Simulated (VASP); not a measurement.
# Zr3N2 (R-3c) in VASP: further runs

Runs on Zr3N2. Level: r2SCAN. Tasks: single point.

Program: VASP 6.6.1. These are calculated values, not measurements. Logs are shortened: lines on timing, memory, paths and dates and some standing lists are left out, and cuts for length are marked.

### Step 1. The cell of the first run

The structure is trigonal, space group R-3c (No. 167). The conventional cell has a = 5.703 Å, b = 5.703 Å, c = 15.863 Å, α = 90.00°, β = 90.00°, γ = 120.00°. Within 3.0 Å of Zr (site symmetry 2) lie 4 N at 2.29 to 2.32 Å. Within 3.0 Å of N (site symmetry 3) lie 6 Zr at 2.29 to 2.32 Å and 1 N at 2.81 Å.

### Step 2. Single point, r2SCAN (14.90 Å³/atom)

File POSCAR:

```
Zr3N2
1.0
    2.8516115122      1.6463786742      5.2877327982
   -2.8516115122      1.6463786742      5.2877327982
    0.0000000000     -3.2927573484      5.2877327982
Zr N
6 4
Direct
    0.4256025398      0.0743974602      0.7500000000
    0.0743974602      0.7500000000      0.4256025398
    0.7500000000      0.4256025398      0.0743974602
    0.2500000000      0.5743974602      0.9256025398
    0.9256025398      0.2500000000      0.5743974602
    0.5743974602      0.9256025398      0.2500000000
    0.3385226118      0.3385226118      0.3385226118
    0.1614773882      0.1614773882      0.1614773882
    0.8385226118      0.8385226118      0.8385226118
    0.6614773882      0.6614773882      0.6614773882
```

File INCAR.step1:

```
PREC     = Accurate       # precision mode
ENCUT    = 520            # plane-wave cutoff, eV
ISMEAR   = 0              # smearing method
SIGMA    = 0.1            # smearing width, eV
LREAL    = F              # projectors in reciprocal space
LASPH    = T              # aspherical terms in the spheres
NELM     = 60             # most SCF steps
NBANDS   = 57             # bands
GGA      = PE             # functional
ALGO     = Normal         # electronic algorithm
EDIFF    = 1E-4           # SCF threshold, eV
LWAVE    = T              # write WAVECAR
LCHARG   = F              # write CHGCAR
LUSENCCL = F
```

File INCAR.step2:

```
PREC     = Accurate       # precision mode
ENCUT    = 520            # plane-wave cutoff, eV
EDIFF    = 1E-6           # SCF threshold, eV
ISMEAR   = 0              # smearing method
SIGMA    = 0.1            # smearing width, eV
LREAL    = F              # projectors in reciprocal space
LASPH    = T              # aspherical terms in the spheres
NELM     = 60             # most SCF steps
ALGO     = Normal         # electronic algorithm
ISIF     = 2              # what is computed and relaxed
LWAVE    = F              # write WAVECAR
LCHARG   = F              # write CHGCAR
METAGGA  = R2SCAN         # meta-GGA
LMIXTAU  = T            
NBANDS   = 57             # bands
ISTART   = 1            
LUSENCCL = F
```

File KPOINTS:

```
regular mesh
0
Gamma
  12 12 12
```

Potentials or basis: VASP PAW PBE potentials, release 64 (Zr_sv, N).

On the command line:

```
$ cat potpaw_PBE.64/Zr_sv/POTCAR potpaw_PBE.64/N/POTCAR > POTCAR
$ cp INCAR.step1 INCAR
$ mpirun -np 1 vasp_std > vasp.out
$ cp INCAR.step2 INCAR
$ mpirun -np 1 vasp_std > vasp.out
```

OUTCAR:

```text
PREC = Accurate
   ENCUT = 520
   EDIFF = 1E-6
   ISMEAR = 0
   LREAL = F
   LASPH = T
   NELM = 60
   ISIF = 2
   METAGGA = R2SCAN
   ISTART = 1

 ion  position               nearest neighbor table
   1  0.426  0.074  0.750-   7 2.29   8 2.29   9 2.32  10 2.32   2 3.20   3 3.20   6 3.23   6 3.23
                             4 3.27   5 3.27   4 3.27   5 3.27   3 3.34   2 3.34   3 3.34   2 3.34
   2  0.074  0.750  0.426-   7 2.29   8 2.29   9 2.32  10 2.32   1 3.20   3 3.20   5 3.23   5 3.23
                             6 3.27   4 3.27   4 3.27   6 3.27   1 3.34   3 3.34   3 3.34   1 3.34
   3  0.750  0.426  0.074-   8 2.29   7 2.29   9 2.32  10 2.32   1 3.20   2 3.20   4 3.23   4 3.23
                             6 3.27   5 3.27   5 3.27   6 3.27   1 3.34   2 3.34   2 3.34   1 3.34
   4  0.250  0.574  0.926-   9 2.29  10 2.29   7 2.32   8 2.32   6 3.20   5 3.20   3 3.23   3 3.23
                             1 3.27   2 3.27   2 3.27   1 3.27   6 3.34   5 3.34   5 3.34   6 3.34
   5  0.926  0.250  0.574-  10 2.29   9 2.29   7 2.32   8 2.32   6 3.20   4 3.20   2 3.23   2 3.23
                             1 3.27   3 3.27   3 3.27   1 3.27   6 3.34   4 3.34   4 3.34   6 3.34
   6  0.574  0.926  0.250-   9 2.29  10 2.29   7 2.32   8 2.32   4 3.20   5 3.20   1 3.23   1 3.23
                             3 3.27   2 3.27   2 3.27   3 3.27   4 3.34   5 3.34   4 3.34   5 3.34
   7  0.339  0.339  0.339-   2 2.29   1 2.29   3 2.29   6 2.32   5 2.32   4 2.32
   8  0.161  0.161  0.161-   3 2.29   1 2.29   2 2.29   6 2.32   5 2.32   4 2.32
   9  0.839  0.839  0.839-   4 2.29   6 2.29   5 2.29   1 2.32   3 2.32   2 2.32
  10  0.661  0.661  0.661-   5 2.29   6 2.29   4 2.29   1 2.32   3 2.32   2 2.32

  LATTYP: Found a trigonal (rhomboedric) cell.
 ALAT       =     6.2291547661
 COS(alpha) =     0.5808664056

  Lattice vectors:

 A1 = (   2.8516115122,   1.6463786742,   5.2877327982)
 A2 = (  -2.8516115122,   1.6463786742,   5.2877327982)
 A3 = (   0.0000000000,  -3.2927573484,   5.2877327982)

Analysis of symmetry for initial positions (statically):
=====================================================================
 Subroutine PRICEL returns:
 Original cell was already a primitive cell.

 Routine SETGRP: Setting up the symmetry group for a
 trigonal (rhombohedral) supercell.

 Subroutine GETGRP returns: Found 12 space group operations
 (whereof  6 operations were pure point group operations)
 out of a pool of 12 trial point group operations.

The static configuration has the point symmetry S_6 .
 The point group associated with its full space group is D_3d.

Analysis of symmetry for dynamics (positions and initial velocities):
=====================================================================
 Subroutine PRICEL returns:
 Original cell was already a primitive cell.

 Routine SETGRP: Setting up the symmetry group for a
 trigonal (rhombohedral) supercell.

 Subroutine GETGRP returns: Found 12 space group operations
 (whereof  6 operations were pure point group operations)
 out of a pool of 12 trial point group operations.

The dynamic configuration has the point symmetry S_6 .
 The point group associated with its full space group is D_3d.

 Subroutine INISYM returns: Found 12 space group operations
 (whereof  6 operations are pure point group operations),
 and found     1 'primitive' translations

----------------------------------------------------------------------------------------

                                     Primitive cell

  volume of cell :     148.9501

  direct lattice vectors                    reciprocal lattice vectors
     2.851611512  1.646378674  5.287732798     0.175339452  0.101232280  0.063038990
    -2.851611512  1.646378674  5.287732798    -0.175339452  0.101232280  0.063038990
     0.000000000 -3.292757348  5.287732798     0.000000000 -0.202464560  0.063038990

  length of vectors
     6.229154766  6.229154766  6.229154766     0.212051438  0.212051438  0.212051438

  position of ions in fractional coordinates (direct lattice)
     0.425602540  0.074397460  0.750000000
     0.074397460  0.750000000  0.425602540
     0.750000000  0.425602540  0.074397460
     0.250000000  0.574397460  0.925602540
     0.925602540  0.250000000  0.574397460
     0.574397460  0.925602540  0.250000000
     0.338522612  0.338522612  0.338522612
     0.161477388  0.161477388  0.161477388
     0.838522612  0.838522612  0.838522612
     0.661477388  0.661477388  0.661477388

  ion indices of the primitive-cell ions
   primitive index   ion index
                 1           1
                 2           2
                 3           3
                 4           4
                 5           5
                 6           6
                 7           7
                 8           8
                 9           9
                10          10

----------------------------------------------------------------------------------------

 KPOINTS: regular mesh

Automatic generation of k-mesh.
 Grid dimensions read from file:
 generate k-points for:   12   12   12

 Generating k-lattice:

  Cartesian coordinates                     Fractional coordinates (reciprocal lattice)
     0.014611621  0.008436023  0.005253249     0.083333333 -0.000000000  0.000000000
    -0.014611621  0.008436023  0.005253249    -0.000000000  0.083333333  0.000000000
     0.000000000 -0.016872047  0.005253249     0.000000000  0.000000000  0.083333333

  Length of vectors
     0.017670953  0.017670953  0.017670953

  Shift w.r.t. Gamma in fractional coordinates (k-lattice)
     0.000000000  0.000000000  0.000000000

 Subroutine IBZKPT returns following result:
 ===========================================

 Found    189 irreducible k-points:

 Following reciprocal coordinates:
            Coordinates               Weight
  0.000000  0.000000  0.000000      1.000000
  0.083333  0.000000  0.000000      6.000000
  0.166667  0.000000  0.000000      6.000000
  0.250000  0.000000  0.000000      6.000000
  0.333333  0.000000  0.000000      6.000000
  0.416667  0.000000  0.000000      6.000000
[... 16 lines left out ...]
  0.500000  0.166667  0.000000     12.000000
 -0.416667  0.166667  0.000000     12.000000
 [... further k-points ...]
   k-points           NKPTS =    189   k-points in BZ     NKDIM =    189   number of bands    NBANDS=     57
   number of dos      NEDOS =    301   number of ions     NIONS =     10
   total plane-waves  NPLWV = 110592
   dimension x,y,z NGX =    48 NGY =   48 NGZ =   48
   dimension x,y,z NGXF=    96 NGYF=   96 NGZF=   96
   ions per type =               6   4
   NGX,Y,Z   is equivalent  to a cutoff of  12.81, 12.81, 12.81 a.u.
   NGXF,Y,Z  is equivalent  to a cutoff of  25.62, 25.62, 25.62 a.u.
 SYSTEM =  unknown system
   PREC   = accura    normal or accurate (medium, high low for compatibility)
   ISTART =      1    job   : 0-new  1-cont  2-samecut
   ICHARG =      0    charge: 1-file 2-atom 10-const
   ISPIN  =      1    spin polarized calculation?
   LNONCOLLINEAR =      F non collinear calculations
   LSORBIT =      F    spin-orbit coupling
   LASPH  =      T    aspherical Exc in radial PAW
   ENCUT  =  520.0 eV  38.22 Ry    6.18 a.u.  11.58 11.58 11.58*2*pi/ulx,y,z
   NELM   =     60;   NELMIN=  2; NELMDL=  0     # of ELM steps
   EDIFF  = 0.1E-05   stopping-criterion for ELM
   LREAL  =      F    real-space projection
   EDIFFG = 0.1E-04   stopping-criterion for IOM
   NSW    =      0    number of steps for IOM
   IBRION =     -1    ionic relax: 0-MD 1-quasi-New 2-CG
   NFREE  =      0    steps in history (QN), initial steepest desc. (CG)
   ISIF   =      2    stress and relaxation
   ISYM   =      2    0-nonsym 1-usesym 2-fastsym
   POTIM  = 0.5000    time-step for ionic-motion
   TEBEG  =    0.0;   TEEND  =   0.0 temperature during run
   PSTRESS=    0.0 pullay stress
   NELECT =      92.0000    total number of electrons
   NUPDOWN=      -1.0000    fix difference up-down
   EMIN   =  10.00;   EMAX   =-10.00  energy-range for DOS
   EFERMI =   0.00;   METHOD = LEGACY
   ISMEAR =     0;   SIGMA  =   0.10  broadening in eV -4-tet -1-fermi 0-gaus
   EFERMI_NEDOS =   21; number of points for ismear=-14 and -15
   IALGO  =     38    algorithm
   IMIX   =      4    mixing-type and parameters
     AMIX     =   0.40;   BMIX     =  1.00
     AMIX_MAG =   1.60;   BMIX_MAG =  1.00
  volume/ion in A,a.u.               =      14.90       100.52
  Fermi-wavevector in a.u.,A,eV,Ry     =   1.394196  2.634648 26.446765  1.943782
  Thomas-Fermi vector in A             =   2.517769
   LORBIT       =      0    0 simple, 1 ext, 2 COOP (PROOUT), +10 PAW based schemes
   METAGGA = R2SCAN    functional components
   LHFCALC =     F    Hartree Fock is set to
   AEXX    =    0.0000 exact exchange contribution
   IVDW    =     0    specifies the selected vdW correction
   LEPSILON=     F    determine dielectric tensor
   LRPA    =     F    only Hartree local field effects (RPA)
 non-spin polarized calculation
 Gauss-broadening in eV      SIGMA  =   0.10
  energy-cutoff  :      520.00
  volume of cell :      148.95
 maximum number of plane-waves:      4043
 NGX is ok and might be reduce to    48
   NGX = 23   NGY = 23   NGZ = 23

 number of electron      92.0000002 magnetization

 Free energy of the ion-electron system (eV)
  ---------------------------------------------------
  ext. energy  EPLUGINS =         0.00000000
  ---------------------------------------------------
  free energy    TOTEN  =      -189.10777502 eV

  energy without entropy =     -189.08881685  energy(sigma->0) =     -189.09829594

 E-fermi :   9.8907     XC(G=0): -12.6870

 val. band max:        9.8838064638   @ k =  -0.3333  -0.3333   0.0833
 cond. band min:       9.8912207531   @ k =  -0.4167   0.5000   0.1667
 fundamental gap:      0.0074142894
 Fermi energy:         9.8906818434

 k-point     1 :       0.0000    0.0000    0.0000
  band No.  band energies     occupation
      1     -40.6079      2.00000
      2     -40.4741      2.00000
      3     -40.4554      2.00000
      4     -40.4554      2.00000
      5     -40.4473      2.00000
      6     -40.4473      2.00000
[... 1429 lines left out ...]
     56      13.7144      0.00000
     57      13.9865      0.00000

 [... further k-points ...]

------------------------ aborting loop because EDIFF is reached ----------------------------------------

  FORCE on cell =-STRESS in cart. coord.  units (eV):
  Direction    XX          YY          ZZ          XY          YZ          ZX
  --------------------------------------------------------------------------------------
  -------------------------------------------------------------------------------------
  Total       -5.1839277     -5.1839277     -5.1899403     -0.0000000     -0.0000000     -0.0000000
  in kB      -55.7607591    -55.7607591    -55.8254328     -0.0000000     -0.0000000     -0.0000000
  external PRESSURE =     -55.7823170 kB  Pullay stress =       0.0000000 kB

 VOLUME and BASIS-vectors are now :
 -----------------------------------------------------------------------------
  energy-cutoff  :      520.00
  volume of cell :      148.95
      direct lattice vectors                 reciprocal lattice vectors
     2.851611512  1.646378674  5.287732798     0.175339452  0.101232280  0.063038990
    -2.851611512  1.646378674  5.287732798    -0.175339452  0.101232280  0.063038990
     0.000000000 -3.292757348  5.287732798     0.000000000 -0.202464560  0.063038990

 POSITION                                       TOTAL-FORCE (eV/Angst)
 -----------------------------------------------------------------------------------
      1.00150     -1.64638      6.60967        -0.006855      0.000000      0.000000
     -1.92656     -0.04414      6.60967         0.003427      0.005936      0.000000
      0.92506      1.69051      6.60967         0.003427     -0.005936     -0.000000
     -0.92506     -1.69051      9.25353        -0.003427      0.005936      0.000000
      1.92656      0.04414      9.25353        -0.003427     -0.005936      0.000000
     -1.00150      1.64638      9.25353         0.006855      0.000000      0.000000
      0.00000      0.00000      5.37005         0.000000      0.000000     -0.000044
      0.00000      0.00000      2.56155         0.000000      0.000000      0.000044
      0.00000      0.00000     13.30165         0.000000      0.000000     -0.000044
      0.00000      0.00000     10.49315         0.000000      0.000000      0.000044
 -----------------------------------------------------------------------------------
    total drift:                               -0.000000      0.000000     -0.000000

  FREE ENERGIE OF THE ION-ELECTRON SYSTEM (eV)
  ---------------------------------------------------
  free  energy   TOTEN  =      -189.1077750230 eV

  energy  without entropy=     -189.0888168540  energy(sigma->0) =     -189.09829594
```

It took 26 min on 1 × NVIDIA H100 80GB with 1 thread of AMD EPYC 7R13 (Zen 3), shared host; peak memory 2.2 GiB.

What came out:

```
Free energy            : -189.1078 eV
Pressure               : -5.6 GPa
Largest force          : 0.007 eV/Å
Band gap on the k mesh : zero (bands 46 and 47 overlap by 0.61 eV)
```

Forces on the atoms (eV/Å):
```
Zr  -0.007  0.000  0.000
Zr   0.003  0.006  0.000
Zr   0.003 -0.006  0.000
Zr  -0.003  0.006  0.000
Zr  -0.003 -0.006  0.000
Zr   0.007  0.000  0.000
N    0.000  0.000  0.000
N    0.000  0.000  0.000
N    0.000  0.000  0.000
N    0.000  0.000  0.000
```

Caveat: the cell stands under tension; the PAW data sets were made with another functional, which shifts forces and pressure a little.

(Part 1 of 2 ends here.)
